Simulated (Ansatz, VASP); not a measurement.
# One calculation of PbSe, two programs

File POSCAR:

```
PbSe
1.0
    0.0000000000      3.0621516472      3.0621516472
    3.0621516472      0.0000000000      3.0621516472
    3.0621516472      3.0621516472      0.0000000000
Pb Se
1 1
Direct
    0.5000000000      0.5000000000      0.5000000000
    0.0000000000      0.0000000000      0.0000000000
```

File INCAR.step1:

```
  PREC = Accurate
  ENCUT = 520
  EDIFF = 1E-5
  ISMEAR = 0
  SIGMA = 0.05
  LREAL = F
  LASPH = T
  NELM = 80
  ALGO = Normal
  ISIF = 2
  LWAVE = T
  GGA = PE
  NBANDS = 17
```

File INCAR.step2:

```
  PREC = Accurate
  ENCUT = 520
  EDIFF = 1E-6
  ISMEAR = 0
  SIGMA = 0.05
  LREAL = F
  LASPH = T
  NELM = 80
  ALGO = Normal
  ISIF = 2
  LWAVE = F
  LCHARG = T
  GGA = PE
  LHFCALC = T
  AEXX = 0.15
  HFSCREEN = 0.20787
  PRECFOCK = Normal
  LELF = T
  LVHAR = T
  ISTART = 1
  NBANDS = 17
```

KPOINTS

```
regular mesh
0
Gamma
  6 6 6
```

Input for Ansatz:

```yaml
crystal:
  lattice:
    - [0.0, 3.0621516472, 3.0621516472]
    - [3.0621516472, 0.0, 3.0621516472]
    - [3.0621516472, 3.0621516472, 0.0]
  atoms:
    - { symbol: Pb, position: [0.5, 0.5, 0.5] }
    - { symbol: Se, position: [0.0, 0.0, 0.0] }
basis:
  ecutwfc: 420
  ecutrho_ratio: 4
kpoints:
  mp_grid: { grid: [6, 6, 6] }
hamiltonian:
  xc: { preset: hse06, exx: { coeff: 0.15, omega: 0.20787 } }
scf:
  occupations: { method: gaussian, width: 0.05 }
  n_extra_bands: 9
output:
  forces: true
  stress: true
  eigenvalues: true
  populations: true
  dos: { projected: true, de: 0.02 }
  write_density: true
  write_potential: true
  elf: true
  volumetric_format: npy
```

Alike in both runs: task single point; functional PBE-based screened hybrid with a share of 0.15 of exact exchange and HFSCREEN = 0.20787; k mesh 6 × 6 × 6; occupations gaussian, width 0.05 eV; no spin polarisation.

|  | VASP | Ansatz |
| --- | --- | --- |
| version | VASP 6.6.1 | Ansatz 0.2.0 |
| potentials or method | VASP PAW PBE potentials, release 64 (Pb_d, Se), cutoff 520 eV | scalar-relativistic, plane waves, PAW |
| valence electrons in the cell | 20 | 30 |

|  | VASP | Ansatz | Ansatz less VASP |
| --- | --- | --- | --- |
| gap on the k mesh at the Fermi level (eV) | 0.53 | 0.52 | -0.009 |
| least direct gap on the mesh (eV) | 0.53 | 0.52 | -0.009 |
| pressure (GPa) | 1.5 | 1.6 | +0.08 |

VASP's potentials were made for PBE, not for PBE-based screened hybrid. VASP's potentials hold 20 valence electrons a cell and Ansatz's 30, so a difference there can come from the potentials and not from the codes. Ansatz's warnings: stress exchange threshold loose, stress scf threshold loose.

Spin-orbit coupling is off throughout.
